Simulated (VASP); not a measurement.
# Cd3Se (I4/mmm) in VASP: vibrations by perturbation theory with PBEsol

Aim: the vibrations by perturbation theory of Cd3Se with PBEsol.

Program: VASP 6.6.1. These are calculated values, not measurements. Logs are shortened: lines on timing, memory, paths and dates and some standing lists are left out, and cuts for length are marked.

## Step 1: The cell of the first run

It takes space group I4/mmm (No. 139, tetragonal). The conventional cell has a = 4.082 Å, b = 4.082 Å, c = 12.174 Å, α = 90.00°, β = 90.00°, γ = 90.00°. Within 3.8 Å of Cd (site symmetry 4/mmm) lie 4 Se at 2.89 Å and 8 Cd at 3.66 Å. Cd (site symmetry -4m2) has 8 Cd at 2.89 to 3.66 Å and 4 Se at 3.66 Å within 3.8 Å. Within 3.8 Å of Se (site symmetry 4/mmm) lie 12 Cd at 2.89 to 3.66 Å.

## Step 2: Vibrations by perturbation theory, PBEsol

The input, INCAR:

```
PREC = Accurate ; ENCUT = 520
EDIFF = 1E-8 ; ISMEAR = -1
SIGMA = 0.05 ; LREAL = F
LASPH = T ; NELM = 100
ALGO = Normal ; ISIF = 2
LWAVE = F ; LCHARG = F
GGA = PS ; IBRION = 8
NSW = 1 ; KPAR = 4
```

The input, KPOINTS:

```
regular mesh
0
Gamma
  9 9 9
```

The input, POSCAR:

```
Cd3Se
1.0
   -2.0409530000      2.0409530000      6.0870800000
    2.0409530000     -2.0409530000      6.0870800000
    2.0409530000      2.0409530000     -6.0870800000
Cd Se
3 1
Direct
    0.5000000000      0.5000000000      0.0000000000
    0.2500000000      0.7500000000      0.5000000000
    0.7500000000      0.2500000000      0.5000000000
    0.0000000000      0.0000000000      0.0000000000
```

Potentials or basis: VASP PAW PBE potentials, release 64 (Cd, Se).

Command:

```
> cat potpaw_PBE.64/Cd/POTCAR potpaw_PBE.64/Se/POTCAR > POTCAR
> mpirun -np 4 vasp_std > vasp.out
```

OUTCAR:

```text
PREC = Accurate
   ENCUT = 520
   EDIFF = 1E-8
   ISMEAR = -1
   LREAL = F
   LASPH = T
   NELM = 100
   ISIF = 2
   GGA = PS
   IBRION = 8
   NSW = 1

 ion  position               nearest neighbor table
   1  0.500  0.500  0.000-   4 2.89   4 2.89   4 2.89   4 2.89   3 3.66   2 3.66   3 3.66   3 3.66
                             2 3.66   2 3.66   3 3.66   2 3.66
   2  0.250  0.750  0.500-   3 2.89   3 2.89   3 2.89   3 2.89   1 3.66   1 3.66   1 3.66   1 3.66

   3  0.750  0.250  0.500-   2 2.89   2 2.89   2 2.89   2 2.89   1 3.66   1 3.66   1 3.66   1 3.66

   4  0.000  0.000  0.000-   1 2.89   1 2.89   1 2.89   1 2.89

  LATTYP: Found a body centered tetragonal cell.
 ALAT       =     4.0819060000
 C/A-ratio  =     2.9824694640

  Lattice vectors:

 A1 = (  -2.0409530000,   2.0409530000,   6.0870800000)
 A2 = (   2.0409530000,  -2.0409530000,   6.0870800000)
 A3 = (   2.0409530000,   2.0409530000,  -6.0870800000)

Analysis of symmetry for initial positions (statically):
=====================================================================
 Subroutine PRICEL returns:
 Original cell was already a primitive cell.

 Routine SETGRP: Setting up the symmetry group for a
 body centered tetragonal supercell.

 Subroutine GETGRP returns: Found 16 space group operations
 (whereof 16 operations were pure point group operations)
 out of a pool of 16 trial point group operations.

The static configuration has the point symmetry D_4h.

Analysis of symmetry for dynamics (positions and initial velocities):
=====================================================================
 Subroutine PRICEL returns:
 Original cell was already a primitive cell.

 Routine SETGRP: Setting up the symmetry group for a
 body centered tetragonal supercell.

 Subroutine GETGRP returns: Found 16 space group operations
 (whereof 16 operations were pure point group operations)
 out of a pool of 16 trial point group operations.

The dynamic configuration has the point symmetry D_4h.

 Subroutine INISYM returns: Found 16 space group operations
 (whereof 16 operations are pure point group operations),
 and found     1 'primitive' translations

----------------------------------------------------------------------------------------

                                     Primitive cell

  volume of cell :     101.4227

  direct lattice vectors                    reciprocal lattice vectors
    -2.040953000  2.040953000  6.087080000     0.000000000  0.244983593  0.082141191
     2.040953000 -2.040953000  6.087080000     0.244983593  0.000000000  0.082141191
     2.040953000  2.040953000 -6.087080000     0.244983593  0.244983593  0.000000000

  length of vectors
     6.736729267  6.736729267  6.736729267     0.258387570  0.258387570  0.346459120

  position of ions in fractional coordinates (direct lattice)
     0.500000000  0.500000000  0.000000000
     0.250000000  0.750000000  0.500000000
     0.750000000  0.250000000  0.500000000
     0.000000000  0.000000000  0.000000000

  ion indices of the primitive-cell ions
   primitive index   ion index
                 1           1
                 2           2
[... 118 lines left out ...]
  ext. energy  EPLUGINS =         0.00000000
  ---------------------------------------------------
  free energy    TOTEN  =        -7.43132676 eV

  energy without entropy =       -7.42285974  energy(sigma->0) =       -7.42709325

 E-fermi :   1.8676     XC(G=0): -10.1318

 val. band max:        1.8594138802   @ k =  -0.1111  -0.3333   0.1111
 cond. band min:       1.8734083139   @ k =  -0.1111  -0.2222   0.1111
 fundamental gap:      0.0139944337
 Fermi energy:         1.8675596458

 k-point     1 :       0.0000    0.0000    0.0000
  band No.  band energies     occupation
      1     -11.0189      2.00000
      2      -7.5648      2.00000
      3      -7.3074      2.00000
      4      -7.1584      2.00000
      5      -6.7622      2.00000
      6      -6.7622      2.00000
[... 661 lines left out ...]
     24       2.6552      0.00000
     25       4.9597      0.00000

 [... further k-points ...]
[... 5 lines left out ...]
  --------------------------------------------------------------------------------------
  -------------------------------------------------------------------------------------
  Total       -2.6929257     -2.6929257     -1.2411426      0.0000000     -0.0000000      0.0000000
  in kB      -42.5402411    -42.5402411    -19.6063728      0.0000000     -0.0000000      0.0000000
  external PRESSURE =     -34.8956183 kB  Pullay stress =       0.0000000 kB

 VOLUME and BASIS-vectors are now :
 -----------------------------------------------------------------------------
  energy-cutoff  :      520.00
  volume of cell :      101.42
      direct lattice vectors                 reciprocal lattice vectors
    -2.040953000  2.040953000  6.087080000     0.000000000  0.244983593  0.082141191
     2.040953000 -2.040953000  6.087080000     0.244983593  0.000000000  0.082141191
     2.040953000  2.040953000 -6.087080000     0.244983593  0.244983593  0.000000000

 POSITION                                       TOTAL-FORCE (eV/Angst)
 -----------------------------------------------------------------------------------
      0.00000      0.00000      6.08708         0.000000     -0.000000     -0.000000
      2.04095      0.00000      3.04354        -0.000000      0.000000     -0.000000
      0.00000      2.04095      3.04354        -0.000000     -0.000000      0.000000
      0.00000      0.00000      0.00000         0.000000     -0.000000     -0.000000
 -----------------------------------------------------------------------------------
    total drift:                               -0.000000      0.000000      0.000000

  FREE ENERGIE OF THE ION-ELECTRON SYSTEM (eV)
  ---------------------------------------------------
  free  energy   TOTEN  =        -7.4313267624 eV

  energy  without entropy=       -7.4228597358  energy(sigma->0) =       -7.42709325

[... ionic steps 2 to 12 ...]

--------------------------------------- Ionic step       13  -------------------------------------------

------------------------ aborting loop because EDIFF is reached ----------------------------------------

[... ionic steps 14 to 14 ...]

--------------------------------------- Ionic step       15  -------------------------------------------

 Free energy of the ion-electron system (eV)
  ---------------------------------------------------
  ---------------------------------------------------
  free energy    TOTEN  =        -0.09458683 eV

  energy without entropy =       -0.09458683

------------------------ aborting loop because EDIFF is reached ----------------------------------------

 INTERNAL STRAIN TENSOR  FOR ION    4  DIRECTION 3   (eV/Angst):
 -----------------------------------------------------------------------------
     0.00242  0.00000  0.00000
     0.00000  0.00242  0.00000
     0.00000  0.00000 -0.00504

 INTERNAL STRAIN TENSOR FOR ION    4 for displacements in x,y,z  (eV/Angst):
          X           Y           Z          XY          YZ          ZX
  --------------------------------------------------------------------------------
  x     0.00000     0.00000     0.00000     0.00000     0.00000     0.00000
  y     0.00000     0.00000     0.00000     0.00000     0.00000     0.00000
  z     0.00000     0.00000     0.00000     0.00000     0.00000     0.00000

 SECOND DERIVATIVES (NOT SYMMETRIZED)
 ------------------------------------
               1X          1Y          1Z          2X          2Y          2Z          3X          3Y          3Z          4X          4Y          4Z
  1X    -1.227477    0.000000    0.000000    0.027458    0.000000    0.000000    0.027458    0.000000    0.000000    1.172561    0.000000    0.000000
  1Y     0.000000   -1.227477    0.000000    0.000000    0.027458    0.000000    0.000000    0.027458    0.000000    0.000000    1.172561    0.000000
  1Z     0.000000    0.000000    0.050345   -0.000000    0.000000    0.164224   -0.000000    0.000000    0.164224    0.000000    0.000000   -0.378794
  2X     0.026568    0.000000    0.000000   -3.086036    0.000000    0.000000    3.282903    0.000000    0.000000   -0.223434    0.000000    0.000000
  2Y     0.000000    0.026568    0.000000    0.000000   -3.086036    0.000000    0.000000    3.282903   -0.000000    0.000000   -0.223434   -0.000000
  2Z     0.000000    0.000000    0.164579    0.000000   -0.000000    0.161301    0.000000   -0.000000   -0.581556    0.000000    0.000000    0.255676
  3X     0.026568    0.000000    0.000000    3.282903    0.000000    0.000000   -3.086036    0.000000    0.000000   -0.223434    0.000000    0.000000
  3Y     0.000000    0.026568    0.000000    0.000000    3.282903   -0.000000    0.000000   -3.086036    0.000000    0.000000   -0.223434   -0.000000
  3Z     0.000000    0.000000    0.164579    0.000000   -0.000000   -0.581556    0.000000   -0.000000    0.161301    0.000000    0.000000    0.255676
  4X     1.172156    0.000000    0.000000   -0.225097    0.000000    0.000000   -0.225097    0.000000    0.000000   -0.721962    0.000000    0.000000
  4Y     0.000000    1.172156    0.000000    0.000000   -0.225097    0.000000    0.000000   -0.225097    0.000000    0.000000   -0.721962    0.000000
  4Z     0.000000    0.000000   -0.379561    0.000000    0.000000    0.256169    0.000000    0.000000    0.256169    0.000000   -0.000000   -0.132777

 Eigenvectors and eigenvalues of the dynamical matrix
 ----------------------------------------------------

   1 f  =    3.721173 THz    23.380819 2PiTHz  124.124967 cm-1    15.389528 meV
             X         Y         Z           dx          dy          dz
      0.000000  0.000000  6.087080    -0.000000   -0.000000   -0.000000
      2.040953  0.000000  3.043540    -0.699788   -0.101475   -0.000000
      0.000000  2.040953  3.043540     0.699788    0.101475    0.000000
      0.000000  0.000000  0.000000    -0.000000   -0.000000    0.000000
[... 71 lines left out ...]
  12 f/i=    1.270863 THz     7.985069 2PiTHz   42.391432 cm-1     5.255865 meV
             X         Y         Z           dx          dy          dz
      0.000000  0.000000  6.087080    -0.000000   -0.000000    0.000000
      2.040953  0.000000  3.043540     0.000000    0.000000   -0.707107
      0.000000  2.040953  3.043540     0.000000    0.000000    0.707107
      0.000000  0.000000  0.000000    -0.000000   -0.000000    0.000000

--------------------------------------------------------------------------------------------------------

 ELASTIC MODULI CONTR FROM IONIC RELAXATION (kBar)
 Direction    XX          YY          ZZ          XY          YZ          ZX
 --------------------------------------------------------------------------------
 XX           0.0000      0.0000      0.0000      0.0000      0.0000      0.0000
 YY           0.0000      0.0000      0.0000      0.0000     -0.0000     -0.0000
 ZZ           0.0000      0.0000      0.0000      0.0000      0.0000      0.0000
 XY           0.0000      0.0000      0.0000      0.0000      0.0000      0.0000
 YZ           0.0000     -0.0000      0.0000      0.0000     -0.0006      0.0000
 ZX           0.0000     -0.0000      0.0000      0.0000      0.0000     -0.0207
 --------------------------------------------------------------------------------
```

Run time: 28 min. Hardware: 4 MPI ranks of Intel Xeon Platinum 8259CL at 2.50GHz (Skylake/Cascade Lake), shared host; peak memory 1.3 GiB.

Results:

```yaml
Highest_phonon_frequency_at_Γ_LO-TO_splitting_left_out: 124 cm⁻¹
Most_unstable_mode: 42i cm⁻¹
```

Phonon frequencies in cm⁻¹ (negative: imaginary):
```tsv
q point	frequencies
(0.000, 0.000, 0.000)	-42 -35 -35 -31 0 0 0 48 79 79 124 124
```

Caveat: the cell stands under pressure or tension, which shifts response properties; some modes are imaginary; the PAW data sets were made with another functional, which shifts forces and pressure a little.
